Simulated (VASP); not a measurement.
**V: relaxation of cell and atoms with PBEsol**

V:

```
V
1.0
     0.00000    2.00605    2.16867
     1.49286    0.00000    2.16867
     1.49286    2.00605    0.00000
V
1
Direct
  0.00000 0.00000 0.00000
```

```yaml
Program: VASP 6.6.1
Task: relaxation of cell and atoms
Functional: PBEsol
Potentials_or_basis: VASP PAW PBE potentials, release 64 (V_sv)
Cutoff: 600 eV
k_mesh: 26 × 26 × 26
Occupations: gaussian, width 0.1 eV
Spin: no spin polarisation
Dipole_correction: no
Further_INCAR_settings: ALGO = Normal; EDIFF = 1e-06; IBRION = 2; EDIFFG = -0.01; NSW = 100; ISIF = 3
```

```json
{"Relaxed volume": "12.96 Å³/atom", "Relaxed cell": "a = 2.959 Å, b = 2.566 Å, c = 2.561 Å, α = 70.52°, β = 54.81°, γ = 54.67°", "Space group after relaxing (to 0.05 Å)": "Im-3m (No. 229)", "Energy gained by relaxing": "4.8 meV/atom", "Ionic steps": "14", "Pressure after relaxing": "-0.1 GPa"}
```

Stress tensor (GPa, compression positive):
```
-0.10  0.00  0.00
 0.00  0.05  0.00
 0.00  0.00 -0.12
```

The path:
```
step  energy change (eV)  largest force (eV/Å)  pressure (GPa)  volume (Å³)
   1              0.0000                0.0000           -0.54        12.99
   2             -0.0008                0.0000            0.68        12.91
   3             -0.0009                0.0000            1.62        12.85
   4             -0.0012                0.0000            1.68        12.85
   5             -0.0022                0.0000            1.65        12.85
   6             -0.0035                0.0000            1.61        12.86
   7             -0.0035                0.0000            1.69        12.85
   8             -0.0040                0.0000            1.64        12.85
   9             -0.0046                0.0000           -0.08        12.96
  10             -0.0046                0.0000           -0.02        12.96
  11             -0.0047                0.0000           -0.02        12.96
  12             -0.0048                0.0000            0.03        12.96
  13             -0.0048                0.0000            0.06        12.96
  14             -0.0048                0.0000           -0.06        12.96
```

Final structure:
```yaml
crystal:
  lattice:
    - [0.00000, 2.08968, 2.09540]
    - [1.48024, 0.00000, 2.09540]
    - [1.48024, 2.08968, 0.00000]
  atoms:
    - { symbol: V, position: [0.00000, 0.00000, 0.00000] }
```

Levels at points of the mesh, in eV from the Fermi level:
| k point | band 4 | band 5 | band 6 | band 7 | band 8 | band 9 | band 10 |
| --- | --- | --- | --- | --- | --- | --- | --- |
| (0.00, 0.00, 0.00) | -36.76 | -6.68 | 0.40 | 0.42 | 0.43 | 2.52 | 2.52 |
| (0.50, 0.00, 0.00) | -36.78 | -3.32 | -1.21 | 1.79 | 2.54 | 2.91 | 4.35 |
| (0.50, 0.50, 0.00) | -36.77 | -3.32 | -1.22 | 1.77 | 2.55 | 2.92 | 4.34 |
| (0.50, 0.00, 0.50) | -36.78 | -3.32 | -1.21 | 1.82 | 2.53 | 2.90 | 4.36 |
| (0.00, 0.50, 0.50) | -37.46 | -3.19 | -3.19 | 3.92 | 3.93 | 3.95 | 10.56 |

It took 11 min on 1 thread of Intel(R) Xeon(R) 6975P-C (Granite Rapids) (shared host), peak memory 0.6 GiB.

Caveat: the PAW data sets were made with another functional, which shifts forces and pressure a little.
